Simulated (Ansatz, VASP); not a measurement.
TiAl in VASP and in Ansatz

```
Ti Al
1.0
     3.28521    0.62153    0.62153
     0.62153    3.28521    0.62153
     0.62153    0.62153    3.28521
Ti Al
1 1
Direct
  0.00000 0.00000 0.00000
  0.50000 0.50000 0.50000
```

Alike in both runs: task single point; functional LDA; k mesh 16 × 16 × 16; occupations gaussian, width 0.15 eV; no spin polarisation.

|  | VASP | Ansatz |
| --- | --- | --- |
| version | VASP 6.6.1 | Ansatz 0.2.0 |
| potentials or method | VASP PAW LDA potentials, release 64 (Ti_sv, Al), cutoff 520 eV | scalar-relativistic, plane waves, PAW |
| valence electrons in the cell | 15 | 15 |

|  | VASP | Ansatz | Ansatz less VASP |
| --- | --- | --- | --- |
| gap on the k mesh at the Fermi level (eV) | none | none | - |
| pressure (GPa) | 6.6 | 6.4 | -0.15 |
| traceless stress, the component that is largest in VASP (GPa) | -5.20 | -5.20 | -0.004 |

LDA's correlation is that of Perdew and Zunger in VASP and of Perdew and Wang (1992) in Ansatz. A gap of «none» marks a metal or a gap that the smearing closes.
